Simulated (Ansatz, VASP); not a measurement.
AlN in VASP and in Ansatz

INCAR

```
SYSTEM = AlN
PREC = Accurate ; ENCUT = 520
EDIFF = 1E-6 ; ISMEAR = 0
SIGMA = 0.05 ; LREAL = .False.
LASPH = .True. ; NELM = 100
ALGO = Normal ; ISIF = 2
LWAVE = .False. ; LCHARG = .False.
GGA = CA ; NBANDS = 26
```

File KPOINTS:

```
Automatic mesh
0
Gamma
  8 8 3
  0 0 0
```

Contents of POSCAR:

```
AlN
1.0
   -3.0886152975      0.0000000000      0.0000000000
   -1.5443076488     -2.6748193102      0.0000000000
   -0.6434615203     -1.1145080459     10.5871685333
Al N
4 4
Direct
    0.3333333333     -0.0186276203      0.8447062886
    0.3333333333      0.1759311772      0.3777651748
    0.6666666667      0.6065439092      0.1442946180
    0.6666666667      0.4119851118      0.6112357317
    0.3333333333      0.2961766921      0.0891759389
    0.3333333333      0.1016178947      0.5561170527
    0.6666666667      0.5322306267      0.3226464958
    0.6666666667      0.3376718293      0.7895876096
```

Input for Ansatz:

```yaml
crystal:
  lattice:
    - [-3.0886152975, 0.0, 0.0]
    - [-1.5443076488, -2.6748193102, 0.0]
    - [-0.6434615203, -1.1145080459, 10.5871685333]
  atoms:
    - { symbol: Al, position: [0.3333333333, -0.0186276203, 0.8447062886] }
    - { symbol: Al, position: [0.3333333333, 0.1759311772, 0.3777651748] }
    - { symbol: Al, position: [0.6666666667, 0.6065439092, 0.144294618] }
    - { symbol: Al, position: [0.6666666667, 0.4119851118, 0.6112357317] }
    - { symbol: "N", position: [0.3333333333, 0.2961766921, 0.0891759389] }
    - { symbol: "N", position: [0.3333333333, 0.1016178947, 0.5561170527] }
    - { symbol: "N", position: [0.6666666667, 0.5322306267, 0.3226464958] }
    - { symbol: "N", position: [0.6666666667, 0.3376718293, 0.7895876096] }
basis:
  ecutwfc: 520.0
kpoints:
  mp_grid: { grid: [8, 8, 3] }
hamiltonian:
  xc: lda
  pseudopotentials: { kind: paw, azcp: { folder: soft_1 } }
scf:
  occupations: { method: gaussian, width: 0.05 }
output:
  forces: true
  stress: true
  eigenvalues: true
```

Alike in both runs: task single point; functional LDA; k mesh 8 × 8 × 3; occupations gaussian, width 0.05 eV; no spin polarisation.

```csv
,VASP,Ansatz
version,VASP 6.6.1,Ansatz 0.2.0
potentials or method,"VASP PAW LDA potentials, release 64 (Al, N), cutoff 520 eV","scalar-relativistic, plane waves, PAW"
valence electrons in the cell,32,32
```

|  | VASP | Ansatz | Ansatz less VASP |
| --- | --- | --- | --- |
| gap on the k mesh at the Fermi level (eV) | 1.83 | 1.82 | -0.012 |
| least direct gap on the mesh (eV) | 1.83 | 1.82 | -0.012 |
| pressure (GPa) | -4.1 | -4.6 | -0.55 |
| traceless stress, the component that is largest in VASP (GPa) | -3.32 | -3.11 | +0.212 |
| rms of the force components (eV/Å) | 0.575 | 0.575 | 0.0000 |

Ansatz warns that its potentials were made for another functional, while VASP's fit it. LDA's correlation is that of Perdew and Zunger in VASP and of Perdew and Wang (1992) in Ansatz. Atom by atom the forces differ by 0.009 eV/Å (rms over components).
